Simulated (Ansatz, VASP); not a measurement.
# Two plane-wave programs on ZnO

```
Zn O
1.0
     3.41989    0.00000    0.00000
    -1.70994    2.96171    0.00000
     0.00000    0.00000    4.45650
Zn O
2 2
Direct
  0.33333 0.66667 0.00000
  0.66667 0.33333 0.50000
  0.33333 0.66667 0.50000
  0.66667 0.33333 0.00000
```

Alike in both runs: functional PBEsol; k mesh 6 × 6 × 2; occupations gaussian, width 0.02 eV; no spin polarisation.

Ansatz relaxed the structure, and its values are those at the end. VASP's run is a single point on that final structure, the one shown.

```csv
,VASP,Ansatz
version,VASP 6.6.1,Ansatz 0.2.0
potentials or method,"VASP PAW PBE potentials, release 64 (Zn, O), cutoff 600 eV","scalar-relativistic, plane waves, PAW"
valence electrons in the cell,36,36
```

Ansatz gave:

```
gap on the k mesh at the Fermi level (eV) : 0.91
least direct gap on the mesh (eV)         : 0.99
pressure (GPa)                            : 0.0
```

Q: Estimate VASP's values.

A: gap on the k mesh at the Fermi level (eV): 0.89; least direct gap on the mesh (eV): 0.97; pressure (GPa): 0.9.

VASP's potentials were made for PBE, not for PBEsol.

The k mesh is coarse, so the values compare programs but aren't converged.
